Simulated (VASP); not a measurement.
Write the native input for VASP 6.6.1 that does the following.

```yaml
Task: single point
Functional: r2SCAN
Potentials_or_basis: VASP PAW PBE potentials, release 64 (Ni, Sb)
Cutoff: 520 eV
k_mesh: 12 × 12 × 8
Occupations: gaussian, width 0.1 eV
Spin: no spin polarisation
Dipole_correction: no
Further_INCAR_settings: ALGO = Normal; EDIFF = 1e-06; NBANDS = 23
```

Crystal: NiSb.

```xyz
4
Lattice="3.9309 0.0000 0.0000 -1.9654 3.4042 0.0000 0.0000 0.0000 5.1205" Properties=species:S:1:pos:R:3 pbc="T T T"
Ni    0.0000    0.0000    0.0000
Ni    0.0000    0.0000    2.5602
Sb    0.0000    2.2695    1.2801
Sb    1.9654    1.1347    3.8404
```

The input as run:

POSCAR

```
NiSb
1.0
    3.9308778522      0.0000000000      0.0000000000
   -1.9654389261      3.4042400792      0.0000000000
    0.0000000000      0.0000000000      5.1204995094
Ni Sb
2 2
Direct
    0.0000000000      0.0000000000      0.0000000000
    0.0000000000      0.0000000000      0.5000000000
    0.3333333333      0.6666666667      0.2500000000
    0.6666666667      0.3333333333      0.7500000000
```

INCAR.step1

```
SYSTEM = NiSb
PREC     = Accurate       ! precision mode
ENCUT    = 520            ! plane-wave cutoff, eV
ISMEAR   = 0              ! smearing method
SIGMA    = 0.1            ! smearing width, eV
LREAL    = .False.        ! projectors in reciprocal space
LASPH    = .True.         ! aspherical terms in the spheres
NELM     = 100            ! most SCF steps
NBANDS   = 23             ! bands
GGA      = PE             ! functional
ALGO     = Normal         ! electronic algorithm
EDIFF    = 1E-4           ! SCF threshold, eV
LWAVE    = .True.         ! write WAVECAR
LCHARG   = .False.        ! write CHGCAR
```

INCAR.step2

```
SYSTEM = NiSb
PREC     = Accurate       ! precision mode
ENCUT    = 520            ! plane-wave cutoff, eV
EDIFF    = 1E-6           ! SCF threshold, eV
ISMEAR   = 0              ! smearing method
SIGMA    = 0.1            ! smearing width, eV
LREAL    = .False.        ! projectors in reciprocal space
LASPH    = .True.         ! aspherical terms in the spheres
NELM     = 100            ! most SCF steps
ALGO     = Normal         ! electronic algorithm
ISIF     = 2              ! what is computed and relaxed
LWAVE    = .False.        ! write WAVECAR
LCHARG   = .False.        ! write CHGCAR
METAGGA  = R2SCAN         ! meta-GGA
LMIXTAU  = .True.       
NBANDS   = 23             ! bands
ISTART   = 1
```

KPOINTS

```
regular mesh
0
Gamma
  12 12 8
  0 0 0
```

Potentials or basis: VASP PAW PBE potentials, release 64 (Ni, Sb).

Launch:

```bash
$ cat potpaw_PBE.64/Ni/POTCAR potpaw_PBE.64/Sb/POTCAR > POTCAR
$ cp INCAR.step1 INCAR
$ mpirun -np 1 vasp_std > vasp.out
$ cp INCAR.step2 INCAR
$ mpirun -np 1 vasp_std > vasp.out
```

It gave:

```yaml
Pressure: 0.0 GPa
Band_gap_on_the_k_mesh: zero (bands 15 and 16 overlap by 3.56 eV)
```

Caveat: the PAW data sets were made with another functional, which shifts forces and pressure a little; spin-orbit coupling is left out, which moves the levels of the heavy elements.

Run time: 15 min on 1 thread of Oxide Virtual Turin-like Processor (shared host), peak memory 0.26 GiB.
